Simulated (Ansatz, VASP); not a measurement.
# K2NbO3: VASP beside Ansatz

```
K Nb O
1.0
     3.55750    0.00000    0.00000
    -1.77875    3.08088    0.00000
     0.00000    0.00000   10.56589
K Nb O
2 1 3
Direct
  0.33333 0.66667 0.83943
  0.33333 0.66667 0.16057
  0.66667 0.33333 0.50000
  0.66667 0.33333 0.00000
  0.00000 0.00000 0.00000
  0.00000 0.00000 0.50000
```

Change from the starting cell: species swapped into the Ce2CuSi3 type (P-6m2, No. 187).

Alike in both runs: functional PBE; k mesh 12 × 12 × 4; occupations gaussian, width 0.1 eV; collinear spin.

Ansatz relaxed the structure, and its values are those at the end. VASP's run is a single point on that final structure, the one shown.

|  | VASP | Ansatz |
| --- | --- | --- |
| version | VASP 6.6.1 | Ansatz 0.2.0 |
| potentials or method | VASP PAW PBE potentials, release 64 (K_sv, Nb_sv, O), cutoff 520 eV | scalar-relativistic, plane waves, PAW |
| valence electrons in the cell | 49 | 49 |

|  | VASP | Ansatz | Ansatz less VASP |
| --- | --- | --- | --- |
| gap on the k mesh at the Fermi level (eV) | none | none | - |
| pressure (GPa) | -0.2 | 0.0 | +0.24 |
| rms of the force components (eV/Å) | 0.015 | 0.003 | -0.0120 |
| net moment per atom (μB) | 0.00 | 0.29 | +0.287 |
| size of the moment on the site where the two differ most (μB) | 0.00 | 0.43 | +0.427 |

The net moments are unlike, so the other rows may belong to different states. Site moments also hang on the region over which each program counts them. A gap of «none» marks a metal or a gap that the smearing closes.
